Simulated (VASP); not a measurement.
# BP (F-43m) in VASP: notebook

BP is run at these levels: PBEsol-based global hybrid; tasks: single point.

Everything below comes from runs of VASP 6.6.1. Logs are shortened: lines on timing, memory, paths and dates and some standing lists are left out, and cuts for length are marked.

## 1. The cell of the first run

Symmetry: F-43m, No. 216, cubic system. Conventional cell: a = 4.508 Å, b = 4.508 Å, c = 4.508 Å, α = 90.00°, β = 90.00°, γ = 90.00°. Within 2.6 Å of P (site symmetry -43m) lie 4 B at 1.95 Å. Within 2.6 Å of B (site symmetry -43m) lie 4 P at 1.95 Å.

## 2. Single point, PBEsol-based global hybrid

File POSCAR:

```
BP
1.0
    0.0000000000      2.2537713532      2.2537713532
    2.2537713532      0.0000000000      2.2537713532
    2.2537713532      2.2537713532      0.0000000000
P B
1 1
Direct
    0.7500000000      0.7500000000      0.7500000000
    0.0000000000      0.0000000000      0.0000000000
```

File INCAR.step1:

```
PREC     = Accurate       # precision mode
ENCUT    = 520            # plane-wave cutoff, eV
EDIFF    = 1E-5           # SCF threshold, eV
ISMEAR   = -1             # smearing method
SIGMA    = 0.05           # smearing width, eV
LREAL    = False          # projectors in reciprocal space
LASPH    = True           # aspherical terms in the spheres
NELM     = 100            # most SCF steps
ALGO     = Normal         # electronic algorithm
ISIF     = 2              # what is computed and relaxed
LWAVE    = True           # write WAVECAR
LCHARG   = False          # write CHGCAR
GGA      = PE             # functional
NBANDS   = 11             # bands
```

File INCAR.step2:

```
PREC     = Accurate       # precision mode
ENCUT    = 520            # plane-wave cutoff, eV
EDIFF    = 1E-6           # SCF threshold, eV
ISMEAR   = -1             # smearing method
SIGMA    = 0.05           # smearing width, eV
LREAL    = False          # projectors in reciprocal space
LASPH    = True           # aspherical terms in the spheres
NELM     = 100            # most SCF steps
ALGO     = Normal         # electronic algorithm
ISIF     = 2              # what is computed and relaxed
LWAVE    = False          # write WAVECAR
LCHARG   = False          # write CHGCAR
GGA      = PS             # functional
LHFCALC  = True           # exact exchange
AEXX     = 0.25           # exact-exchange fraction
PRECFOCK = Normal       
ISTART   = 1            
NBANDS   = 11             # bands
```

File KPOINTS:

```
regular mesh
0
Gamma
  5 5 5
```

Potentials or basis: VASP PAW PBE potentials, release 64 (P, B).

The run is started by

```sh
$ cat potpaw_PBE.64/P/POTCAR potpaw_PBE.64/B/POTCAR > POTCAR
$ cp INCAR.step1 INCAR
$ mpirun -np 1 vasp_std > vasp.out
$ cp INCAR.step2 INCAR
$ mpirun -np 1 vasp_std > vasp.out
```

OUTCAR:

```text
PREC = Accurate
   ENCUT = 520
   EDIFF = 1E-6
   ISMEAR = -1
   LREAL = False
   LASPH = True
   NELM = 100
   ISIF = 2
   GGA = PS
   LHFCALC = True
   AEXX = 0.25
   PRECFOCK = Normal
   ISTART = 1

 ion  position               nearest neighbor table
   1  0.750  0.750  0.750-   2 1.95   2 1.95   2 1.95   2 1.95
   2  0.000  0.000  0.000-   1 1.95   1 1.95   1 1.95   1 1.95

  LATTYP: Found a face centered cubic cell.
 ALAT       =     4.5075427064

  Lattice vectors:

 A1 = (   0.0000000000,   2.2537713532,   2.2537713532)
 A2 = (   2.2537713532,   0.0000000000,   2.2537713532)
 A3 = (   2.2537713532,   2.2537713532,   0.0000000000)

Analysis of symmetry for initial positions (statically):
=====================================================================
 Subroutine PRICEL returns:
 Original cell was already a primitive cell.

 Routine SETGRP: Setting up the symmetry group for a
 face centered cubic supercell.

 Subroutine GETGRP returns: Found 24 space group operations
 (whereof 24 operations were pure point group operations)
 out of a pool of 48 trial point group operations.

The static configuration has the point symmetry T_d .

Analysis of symmetry for dynamics (positions and initial velocities):
=====================================================================
 Subroutine PRICEL returns:
 Original cell was already a primitive cell.

 Routine SETGRP: Setting up the symmetry group for a
 face centered cubic supercell.

 Subroutine GETGRP returns: Found 24 space group operations
 (whereof 24 operations were pure point group operations)
 out of a pool of 48 trial point group operations.

The dynamic configuration has the point symmetry T_d .

 Subroutine INISYM returns: Found 24 space group operations
 (whereof 24 operations are pure point group operations),
 and found     1 'primitive' translations

----------------------------------------------------------------------------------------

                                     Primitive cell

  volume of cell :      22.8960

  direct lattice vectors                    reciprocal lattice vectors
     0.000000000  2.253771353  2.253771353    -0.221850366  0.221850366  0.221850366
     2.253771353  0.000000000  2.253771353     0.221850366 -0.221850366  0.221850366
     2.253771353  2.253771353  0.000000000     0.221850366  0.221850366 -0.221850366

  length of vectors
     3.187314014  3.187314014  3.187314014     0.384256106  0.384256106  0.384256106

  position of ions in fractional coordinates (direct lattice)
     0.750000000  0.750000000  0.750000000
     0.000000000  0.000000000  0.000000000

  ion indices of the primitive-cell ions
   primitive index   ion index
                 1           1
                 2           2

----------------------------------------------------------------------------------------

 KPOINTS: regular mesh

Automatic generation of k-mesh.
 Grid dimensions read from file:
 generate k-points for:    5    5    5

 Generating k-lattice:

  Cartesian coordinates                     Fractional coordinates (reciprocal lattice)
    -0.044370073  0.044370073  0.044370073     0.200000000  0.000000000  0.000000000
     0.044370073 -0.044370073  0.044370073     0.000000000  0.200000000  0.000000000
     0.044370073  0.044370073 -0.044370073     0.000000000  0.000000000  0.200000000

  Length of vectors
     0.076851221  0.076851221  0.076851221

  Shift w.r.t. Gamma in fractional coordinates (k-lattice)
     0.000000000  0.000000000  0.000000000

 Subroutine IBZKPT returns following result:
 ===========================================

 Found     10 irreducible k-points:

 Following reciprocal coordinates:
            Coordinates               Weight
  0.000000  0.000000  0.000000      1.000000
  0.200000  0.000000  0.000000      8.000000
  0.400000  0.000000  0.000000      8.000000
  0.200000  0.200000  0.000000      6.000000
  0.400000  0.200000  0.000000     24.000000
 -0.400000  0.200000  0.000000     24.000000
 -0.200000  0.200000  0.000000     12.000000
  0.400000  0.400000  0.000000      6.000000
 -0.400000  0.400000  0.000000     12.000000
 -0.400000  0.400000  0.200000     24.000000
   k-points           NKPTS =     10   k-points in BZ     NKDIM =    125   number of bands    NBANDS=     11
   number of dos      NEDOS =    301   number of ions     NIONS =      2
   total plane-waves  NPLWV =  13824
   dimension x,y,z NGX =    24 NGY =   24 NGZ =   24
   dimension x,y,z NGXF=    48 NGYF=   48 NGZF=   48
   ions per type =               1   1
   NGX,Y,Z   is equivalent  to a cutoff of  12.52, 12.52, 12.52 a.u.
   NGXF,Y,Z  is equivalent  to a cutoff of  25.04, 25.04, 25.04 a.u.
 SYSTEM =  unknown system
   PREC   = accura    normal or accurate (medium, high low for compatibility)
   ISTART =      1    job   : 0-new  1-cont  2-samecut
   ICHARG =      0    charge: 1-file 2-atom 10-const
   ISPIN  =      1    spin polarized calculation?
   LNONCOLLINEAR =      F non collinear calculations
   LSORBIT =      F    spin-orbit coupling
   LASPH  =      T    aspherical Exc in radial PAW
   ENCUT  =  520.0 eV  38.22 Ry    6.18 a.u.   5.93  5.93  5.93*2*pi/ulx,y,z
   NELM   =    100;   NELMIN=  2; NELMDL=  0     # of ELM steps
   EDIFF  = 0.1E-05   stopping-criterion for ELM
   LREAL  =      F    real-space projection
   EDIFFG = 0.1E-04   stopping-criterion for IOM
   NSW    =      0    number of steps for IOM
   IBRION =     -1    ionic relax: 0-MD 1-quasi-New 2-CG
   NFREE  =      0    steps in history (QN), initial steepest desc. (CG)
   ISIF   =      2    stress and relaxation
   ISYM   =      3    0-nonsym 1-usesym 2-fastsym
   POTIM  = 0.5000    time-step for ionic-motion
   TEBEG  =    0.0;   TEEND  =   0.0 temperature during run
   PSTRESS=    0.0 pullay stress
   NELECT =       8.0000    total number of electrons
   NUPDOWN=      -1.0000    fix difference up-down
   EMIN   =  10.00;   EMAX   =-10.00  energy-range for DOS
   EFERMI =   0.00;   METHOD = LEGACY
   ISMEAR =    -1;   SIGMA  =   0.05  broadening in eV -4-tet -1-fermi 0-gaus
   EFERMI_NEDOS =   21; number of points for ismear=-14 and -15
   IALGO  =     38    algorithm
   IMIX   =      1    mixing-type and parameters
     AMIX     =   0.40;   BMIX     =  1.00
     AMIX_MAG =   1.60;   BMIX_MAG =  1.00
  volume/ion in A,a.u.               =      11.45        77.25
  Fermi-wavevector in a.u.,A,eV,Ry     =   1.153059  2.178966 18.089568  1.329546
  Thomas-Fermi vector in A             =   2.289706
   LORBIT       =      0    0 simple, 1 ext, 2 COOP (PROOUT), +10 PAW based schemes
   GGA     = PS    functional components
   LHFCALC =     T    Hartree Fock is set to
   PRECFOCK=normal    Normal, Fast or Accurate (Low or Medium for compatibility)
   ENCUT4O =  -1.0   cutoff for four orbital integrals eV
   NKREDX  =     1    reduce k-point grid by
   NKREDY  =     1    reduce k-point grid by
   NKREDZ  =     1    reduce k-point grid by
   AEXX    =    0.2500 exact exchange contribution
   HFSCREEN=    0.0000 screening length (either q_TF or 0.3 A-1)
   HFSCREENC=   0.0000 screening length for correlation (either q_TF or 0.3 A-1)
   ENCUTFOCK=  -1.0 apply spherical cutoff to Coloumb kernel
   IVDW    =     0    specifies the selected vdW correction
   LEPSILON=     F    determine dielectric tensor
   LRPA    =     F    only Hartree local field effects (RPA)
 non-spin polarized calculation
  energy-cutoff  :      520.00
  volume of cell :       22.90
 maximum number of plane-waves:       629
  NGX = 18; NGY = 18; NGZ = 18

 number of electron       8.0000001 magnetization

 Free energy of the ion-electron system (eV)
  ---------------------------------------------------
  ext. energy  EPLUGINS =         0.00000000
  ---------------------------------------------------
  free energy    TOTEN  =       -16.26484097 eV

  energy without entropy =      -16.26484097  energy(sigma->0) =      -16.26484097

 E-fermi :   7.9694     XC(G=0):  -8.7602

 val. band max:        6.8424942355   @ k =   0.0000   0.0000   0.0000
 cond. band min:       9.4652826653   @ k =   0.4000   0.4000   0.0000
 fundamental gap:      2.6227884298
 Fermi energy:         7.9693804301

 k-point     1 :       0.0000    0.0000    0.0000
  band No.  band energies     occupation
      1     -10.5218      2.00000
      2       6.8425      2.00000
      3       6.8425      2.00000
      4       6.8425      2.00000
      5      11.9296      0.00000
      6      11.9296      0.00000
      7      11.9296      0.00000
      8      16.6047      0.00000
      9      20.1798      0.00000
     10      21.1391      0.00000
     11      21.1391      0.00000

 k-point     2 :       0.2000    0.0000    0.0000
  band No.  band energies     occupation
      1      -9.7228      2.00000
      2       2.7733      2.00000
      3       5.9004      2.00000
      4       5.9004      2.00000
      5      12.6524      0.00000
      6      13.1709      0.00000
      7      13.1709      0.00000
      8      18.2602      0.00000
      9      19.6878      0.00000
     10      19.6878      0.00000
     11      21.7668      0.00000

 k-point     3 :       0.4000    0.0000    0.0000
  band No.  band energies     occupation
      1      -7.5487      2.00000
      2      -2.2348      2.00000
      3       4.9819      2.00000
      4       4.9819      2.00000
      5      12.4850      0.00000
      6      13.3929      0.00000
      7      13.3929      0.00000
      8      18.9992      0.00000
      9      22.2541      0.00000
     10      22.2541      0.00000
     11      23.2284      0.00000
[... 71 lines left out ...]
 k-point     9 :      -0.4000    0.4000    0.0000
  band No.  band energies     occupation
      1      -4.9077      2.00000
      2      -2.5728      2.00000
      3       0.2224      2.00000
      4       2.6394      2.00000
      5      10.1746      0.00000
      6      13.2494      0.00000
      7      19.7418      0.00000
      8      20.4672      0.00000
      9      21.7723      0.00000
     10      22.9067      0.00000
     11      27.8676      0.00000

 k-point    10 :      -0.4000    0.4000    0.2000
  band No.  band energies     occupation
      1      -5.7100      2.00000
      2      -1.6182      2.00000
      3       0.4685      2.00000
      4       2.0058      2.00000
      5      13.1373      0.00000
      6      14.2426      0.00000
      7      15.6749      0.00000
      8      19.7851      0.00000
      9      20.6633      0.00000
     10      23.8735      0.00000
     11      27.5467      0.00000

------------------------ aborting loop because EDIFF is reached ----------------------------------------

  FORCE on cell =-STRESS in cart. coord.  units (eV):
  Direction    XX          YY          ZZ          XY          YZ          ZX
  --------------------------------------------------------------------------------------
  -------------------------------------------------------------------------------------
  Total       -0.0440906     -0.0440906     -0.0440906      0.0000000      0.0000000      0.0000000
  in kB       -3.0852946     -3.0852946     -3.0852946      0.0000000      0.0000000      0.0000000
  external PRESSURE =      -3.0852946 kB  Pullay stress =       0.0000000 kB

 VOLUME and BASIS-vectors are now :
 -----------------------------------------------------------------------------
  energy-cutoff  :      520.00
  volume of cell :       22.90
      direct lattice vectors                 reciprocal lattice vectors
     0.000000000  2.253771353  2.253771353    -0.221850366  0.221850366  0.221850366
     2.253771353  0.000000000  2.253771353     0.221850366 -0.221850366  0.221850366
     2.253771353  2.253771353  0.000000000     0.221850366  0.221850366 -0.221850366

 POSITION                                       TOTAL-FORCE (eV/Angst)
 -----------------------------------------------------------------------------------
      3.38066      3.38066      3.38066        -0.000000     -0.000000     -0.000000
      0.00000      0.00000      0.00000         0.000000      0.000000      0.000000
 -----------------------------------------------------------------------------------
    total drift:                               -0.000000     -0.000000     -0.000000

  FREE ENERGIE OF THE ION-ELECTRON SYSTEM (eV)
  ---------------------------------------------------
  free  energy   TOTEN  =       -16.2648409660 eV

  energy  without entropy=      -16.2648409660  energy(sigma->0) =      -16.26484097
```

It took 64 s on 1 thread of Intel Xeon 6975P-C (Granite Rapids), shared host; peak memory 0.13 GiB.

Results:

* Free energy: -16.2648 eV
* Pressure: -0.3 GPa
* Band gap on the k mesh: 2.62 eV, indirect (least direct gap 5.09 eV)

Caveat: the k points lie up to 0.48 Å⁻¹ apart; the PAW data sets were made with another functional, which shifts forces and pressure a little. A k mesh can miss the band edges.

## 3. Single point, PBEsol-based global hybrid

This run uses another cell than the first one, of 11.92 Å³/atom, 1.041 times its volume.

File POSCAR:

```
BP
1.0
    0.0000000000      2.2840269280      2.2840269280
    2.2840269280      0.0000000000      2.2840269280
    2.2840269280      2.2840269280      0.0000000000
P B
1 1
Direct
    0.7500000000      0.7500000000      0.7500000000
    0.0000000000      0.0000000000      0.0000000000
```

File INCAR.step1:

```
ALGO = Normal
EDIFF = 1E-5
ENCUT = 520
GGA = PE
ISIF = 2
ISMEAR = -1
LASPH = True
LREAL = False
LWAVE = True
NBANDS = 11
NELM = 60
PREC = Accurate
SIGMA = 0.05
```

File INCAR.step2:

```
AEXX = 0.25
ALGO = Normal
EDIFF = 1E-7
ENCUT = 520
GGA = PS
ISIF = 2
ISMEAR = -1
ISTART = 1
LASPH = True
LCHARG = True
LELF = True
LHFCALC = True
LREAL = False
LVHAR = True
LWAVE = False
NBANDS = 11
NELM = 60
PREC = Accurate
PRECFOCK = Normal
SIGMA = 0.05
```

File KPOINTS:

```
k-points
0
Gamma
  5 5 5
```

Potentials or basis: VASP PAW PBE potentials, release 64 (P, B).

The run is started by

```sh
$ cat potpaw_PBE.64/P/POTCAR potpaw_PBE.64/B/POTCAR > POTCAR
$ cp INCAR.step1 INCAR
$ mpirun -np 1 vasp_std > vasp.out
$ cp INCAR.step2 INCAR
$ mpirun -np 1 vasp_std > vasp.out
```

It took 86 s on 1 thread of Intel Xeon 6975P-C (Granite Rapids), shared host; peak memory 0.14 GiB.

The run converged. Its results:

| Property | Result |
| --- | --- |
| Free energy | -16.2436 eV |
| Pressure | -6.9 GPa |
| Band gap on the k mesh | 2.67 eV, indirect (least direct gap 5.02 eV) |

Levels at points of the mesh, in eV from the valence-band top:
| k point | band 2 | band 3 | band 4 | band 5 | band 6 | band 7 |
| --- | --- | --- | --- | --- | --- | --- |
| (0.00, 0.00, 0.00) | 0.00 | 0.00 | 0.00 | 5.02 | 5.02 | 5.02 |

Caveat: the k points lie up to 0.48 Å⁻¹ apart; the PAW data sets were made with another functional, which shifts forces and pressure a little. A k mesh can miss the band edges.

## 4. Single point, PBEsol-based global hybrid

This run uses another cell than the first one, of 12.15 Å³/atom, 1.061 times its volume.

File POSCAR:

```
BP
1.0
    0.0000000000      2.2988586873      2.2988586873
    2.2988586873      0.0000000000      2.2988586873
    2.2988586873      2.2988586873      0.0000000000
P B
1 1
Direct
    0.7500000000      0.7500000000      0.7500000000
    0.0000000000      0.0000000000      0.0000000000
```

File INCAR.step1:

```
SYSTEM = BP
PREC = Accurate ; ENCUT = 520
EDIFF = 1E-5 ; ISMEAR = -1
SIGMA = 0.05 ; LREAL = .FALSE.
LASPH = .TRUE. ; NELM = 60
ALGO = Normal ; ISIF = 2
LWAVE = .TRUE. ; GGA = PE
NBANDS = 11
```

File INCAR.step2:

```
SYSTEM = BP
PREC = Accurate ; ENCUT = 520
EDIFF = 1E-7 ; ISMEAR = -1
SIGMA = 0.05 ; LREAL = .FALSE.
LASPH = .TRUE. ; NELM = 60
ALGO = Normal ; ISIF = 2
LWAVE = .FALSE. ; LCHARG = .TRUE.
GGA = PS ; LHFCALC = .TRUE.
AEXX = 0.25 ; PRECFOCK = Normal
LELF = .TRUE. ; LVHAR = .TRUE.
ISTART = 1 ; NBANDS = 11
```

File KPOINTS:

```
Automatic mesh
0
G
  5 5 5
  0 0 0
```

The run is started by

```sh
$ cat potpaw_PBE.64/P/POTCAR potpaw_PBE.64/B/POTCAR > POTCAR
$ cp INCAR.step1 INCAR
$ mpirun -np 1 vasp_std > vasp.out
$ cp INCAR.step2 INCAR
$ mpirun -np 1 vasp_std > vasp.out
```

Wall time 1.7 min (1 thread of Intel Xeon 6975P-C (Granite Rapids), shared host); peak memory 0.14 GiB.

Results (log left out):

```yaml
Free_energy: -16.2193 eV
Pressure: -9.8 GPa
Band_gap_on_the_k_mesh: 2.69 eV, indirect (least direct gap 4.99 eV)
```

Levels at points of the mesh, in eV from the valence-band top:
```tsv
k point	band 1	band 2	band 3	band 4	band 5	band 6	band 7	band 8
(0.00, 0.00, 0.00)	-16.80	0.00	0.00	0.00	4.99	4.99	4.99	8.81
```

Caveat: the k points lie up to 0.47 Å⁻¹ apart; the PAW data sets were made with another functional, which shifts forces and pressure a little.

## 5. Overview

```tsv
cell	gap on the mesh (eV)	pressure (GPa)
a = 3.187 Å, angles 60.0°, 2 atoms	2.62	-0.3
a = 3.230 Å, angles 60.0°, 2 atoms	2.67	-6.9
a = 3.251 Å, angles 60.0°, 2 atoms	2.69	-9.8
```

Alike in all rows: task single point; level PBEsol-based global hybrid; potentials or basis VASP PAW PBE potentials, release 64 (P, B); no spin polarisation; k mesh 5 × 5 × 5; cutoff (eV) 520; smearing fermi-dirac 0.05 eV.

Caveats: all runs use coarse meshes; the PAW data sets were made with another functional, which shifts forces and pressure a little.

Absolute energies hang on the potentials; compare differences alone.
